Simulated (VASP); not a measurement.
# NaF2 (P6/mmm) in VASP: notebook, part 2 of 2

VASP 6.6.1.

## Step 3: Relaxation of cell and atoms, PBE, collinear spin, ferromagnetic start

This run uses another cell than the first one, of 13.05 Å³/atom, 0.996 times its volume.

INCAR

```
PREC = Accurate ; ENCUT = 600
EDIFF = 1E-6 ; ISMEAR = 0
SIGMA = 0.1 ; LREAL = F
LASPH = T ; NELM = 150
ALGO = Normal ; ISIF = 3
LWAVE = F ; LCHARG = F
ISPIN = 2 ; MAGMOM = 0 0.55 0.55
LORBIT = 11 ; GGA = PE
IBRION = 2 ; NSW = 90
EDIFFG = -0.04
```

KPOINTS

```
regular mesh
0
Gamma
  6 6 6
```

POSCAR

```
NaF2
1.0
    3.8293040740      0.0000000000      0.0000000000
   -1.9146520370      3.3162746069      0.0000000000
    0.0000000000      0.0000000000      3.0833155097
Na F
1 2
Direct
    0.0000000000      0.0000000000      0.0000000000
    0.3333333333      0.6666666667      0.5000000000
    0.6666666667      0.3333333333      0.5000000000
```

Potentials or basis: VASP PAW PBE potentials, release 64 (Na_pv, F).

Run with:

```
> cat potpaw_PBE.64/Na_pv/POTCAR potpaw_PBE.64/F/POTCAR > POTCAR
> mpirun -np 1 vasp_std > vasp.out
```

Wall time 13 s (1 thread of Intel Xeon 6975P-C (Granite Rapids), shared host); peak memory 0.19 GiB.

The run converged. Its results:

```yaml
Free_energy: -9.7291 eV
Pressure_after_relaxing: -0.1 GPa
Band_gap_on_the_k_mesh: zero (filled and empty bands overlap)
Net_moment: 1.00 μB per cell
Site_moments: Na -0.00; F +0.47 μB
Valence_electrons_inside_the_program's_atomic_spheres: Na 5.99; F 5.94
```

Stress tensor (GPa, compression positive):
```
-0.17  0.00  0.00
 0.00 -0.17  0.00
 0.00  0.00 -0.09
```

Final structure:
```
Na F
1.0
     3.82930    0.00000    0.00000
    -1.91465    3.31627    0.00000
     0.00000    0.00000    3.08332
Na F
1 2
Direct
  0.00000 0.00000 0.00000
  0.33333 0.66667 0.50000
  0.66667 0.33333 0.50000
```

Levels at points of the mesh, in eV from the Fermi level:
Spin up:
| k point | band 9 | band 10 | band 11 | band 12 | band 13 | band 14 |
| --- | --- | --- | --- | --- | --- | --- |
| (0.00, 0.00, 0.00) | -1.21 | -1.21 | -0.80 | 5.77 | 13.84 | 16.05 |
| (0.50, 0.00, 0.00) | -1.50 | -1.22 | -0.64 | 8.92 | 9.98 | 13.95 |
| (0.00, 0.00, 0.50) | -1.36 | -1.15 | -1.15 | 10.26 | 10.32 | 16.55 |
| (0.50, 0.00, 0.50) | -2.07 | -1.42 | -0.58 | 11.21 | 11.86 | 12.69 |
Spin down:
```
           k point  band 8  band 9  band 10  band 11  band 12  band 13
(0.00, 0.00, 0.00)   -1.66   -0.38    -0.05    -0.05     5.88    13.85
(0.50, 0.00, 0.00)   -1.25   -0.81    -0.36     0.59     9.19    10.14
(0.00, 0.00, 0.50)   -2.34   -0.97     0.02     0.02    10.38    10.46
(0.50, 0.00, 0.50)   -2.19   -1.72    -0.25     0.65    11.26    12.09
```

Caveat: the relaxation stopped at its first step, so nothing moved.

## Step 4: Single point, PBE, collinear spin, ferromagnetic start

This run uses another cell than the first one, of 13.14 Å³/atom, 1.003 times its volume.

INCAR

```
ALGO = Normal ; EDIFF = 1E-7
ENCUT = 520 ; GGA = PE
ISIF = 2 ; ISMEAR = 0
ISPIN = 2 ; LASPH = T
LCHARG = F ; LORBIT = 11
LREAL = F ; LWAVE = F
MAGMOM = 0 0.55 0.55 ; NBANDS = 22
NELM = 150 ; PREC = Accurate
SIGMA = 0.1
```

KPOINTS

```
k-points
0
Gamma
  12 12 16
```

POSCAR

```
NaF2
1.0
    3.8355228252      0.0000000000      0.0000000000
   -1.9177614126      3.3216602035      0.0000000000
    0.0000000000      0.0000000000      3.0949740550
Na F
1 2
Direct
    0.0000000000      0.0000000000      0.0000000000
    0.3333333333      0.6666666667      0.5000000000
    0.6666666667      0.3333333333      0.5000000000
```

Potentials or basis: VASP PAW PBE potentials, release 64 (Na_pv, F).

Run with:

```
> cat potpaw_PBE.64/Na_pv/POTCAR potpaw_PBE.64/F/POTCAR > POTCAR
> mpirun -np 1 vasp_std > vasp.out
```

OUTCAR:

```text
EDIFF = 1E-7
   ENCUT = 520
   GGA = PE
   ISIF = 2
   ISMEAR = 0
   ISPIN = 2
   LASPH = T
   LORBIT = 11
   LREAL = F
   NELM = 150
   PREC = Accurate

 ion  position               nearest neighbor table
   1  0.000  0.000  0.000-
   2  0.333  0.667  0.500-
   3  0.667  0.333  0.500-

  LATTYP: Found a hexagonal cell.
 ALAT       =     3.8355228252
 C/A-ratio  =     0.8069236441

  Lattice vectors:

 A1 = (   3.8355228252,   0.0000000000,   0.0000000000)
 A2 = (  -1.9177614126,   3.3216602035,   0.0000000000)
 A3 = (   0.0000000000,   0.0000000000,   3.0949740550)

Analysis of symmetry for initial positions (statically):
=====================================================================
 Subroutine PRICEL returns:
 Original cell was already a primitive cell.

 Routine SETGRP: Setting up the symmetry group for a
 hexagonal supercell.

 Subroutine GETGRP returns: Found 24 space group operations
[... 794 lines left out ...]

 k-point     1 :       0.0000    0.0000    0.0000
  band No.  band energies     occupation
      1     -22.6934      1.00000
      2     -22.6283      1.00000
      3     -22.6090      1.00000
      4     -22.6090      1.00000
      5     -20.9124      1.00000
      6      -4.3470      1.00000
[... 589 lines left out ...]
     21      23.2603      0.00000
     22      23.7579      0.00000

 [... further k-points ...]
[... 5 lines left out ...]
  --------------------------------------------------------------------------------------
  -------------------------------------------------------------------------------------
  Total       -0.0902106     -0.0902106     -0.0834396      0.0000000     -0.0000000     -0.0000000
  in kB       -3.6654840     -3.6654840     -3.3903633      0.0000000     -0.0000000     -0.0000000
  external PRESSURE =      -3.5737771 kB  Pullay stress =       0.0000000 kB

 VOLUME and BASIS-vectors are now :
 -----------------------------------------------------------------------------
  energy-cutoff  :      520.00
  volume of cell :       39.43
      direct lattice vectors                 reciprocal lattice vectors
     3.835522825  0.000000000  0.000000000     0.260720649  0.150527137  0.000000000
    -1.917761413  3.321660204  0.000000000     0.000000000  0.301054274  0.000000000
     0.000000000  0.000000000  3.094974055     0.000000000  0.000000000  0.323104486

 POSITION                                       TOTAL-FORCE (eV/Angst)
 -----------------------------------------------------------------------------------
      0.00000      0.00000      0.00000        -0.000000      0.000000      0.000000
     -0.00000      2.21444      1.54749         0.000000     -0.000000      0.000000
      1.91776      1.10722      1.54749        -0.000000      0.000000     -0.000000
 -----------------------------------------------------------------------------------
    total drift:                                0.000000      0.000000      0.000000

  FREE ENERGIE OF THE ION-ELECTRON SYSTEM (eV)
  ---------------------------------------------------
  free  energy   TOTEN  =        -9.7282889525 eV

  energy  without entropy=       -9.7250363332  energy(sigma->0) =       -9.72666264

 total charge

# of ion       s       p       d       tot
------------------------------------------
    1        0.023   5.964   0.000   5.987
    2        1.754   4.189   0.000   5.942
    3        1.754   4.189   0.000   5.942
--------------------------------------------------
tot          3.530  14.341   0.000  17.872

 magnetization (x)

# of ion       s       p       d       tot
------------------------------------------
    1       -0.002  -0.001   0.000  -0.004
    2        0.002   0.468   0.000   0.470
    3        0.002   0.468   0.000   0.470
--------------------------------------------------
tot          0.002   0.935   0.000   0.936
```

Wall time 1.7 min (1 thread of Intel Xeon 6975P-C (Granite Rapids), shared host); peak memory 0.31 GiB.

What came out:

| Item | Value |
| --- | --- |
| Free energy | -9.7283 eV |
| Pressure | -0.4 GPa |
| Band gap on the k mesh | zero (filled and empty bands overlap) |
| Net moment | 1.00 μB per cell |
| Site moments | Na -0.00; F +0.47 μB |
| Valence electrons inside the program's atomic spheres | Na 5.99; F 5.94 |

## Step 5: The runs side by side

| task | cell | k mesh | cutoff (eV) | gap on the mesh (eV) | pressure (GPa) | moment (μB) |
| --- | --- | --- | --- | --- | --- | --- |
| relaxation of cell and atoms | relaxed from a = 3.477, b = 3.477, c = 3.755 Å, angles 90.0, 90.0, 120.0°, 3 atoms | 6 × 6 × 4 | 600 | none | -0.1 | 1.00 |
| relaxation of cell and atoms | relaxed from a = 3.829, b = 3.829, c = 3.083 Å, angles 90.0, 90.0, 120.0°, 3 atoms | 6 × 6 × 6 | 600 | none | -0.1 | 1.00 |
| single point | a = 3.836, b = 3.836, c = 3.095 Å, angles 90.0, 90.0, 120.0°, 3 atoms | 12 × 12 × 16 | 520 | none | -0.4 | 1.00 |

Alike in all rows: level PBE; potentials or basis VASP PAW PBE potentials, release 64 (Na_pv, F); spin collinear, ferromagnetic start; smearing gaussian 0.1 eV.

Caveats: some runs use coarse meshes; the relaxation stopped at its first step, so nothing moved (some runs).

Total energies depend on the potentials used, so only differences within one code and one set of settings carry meaning.
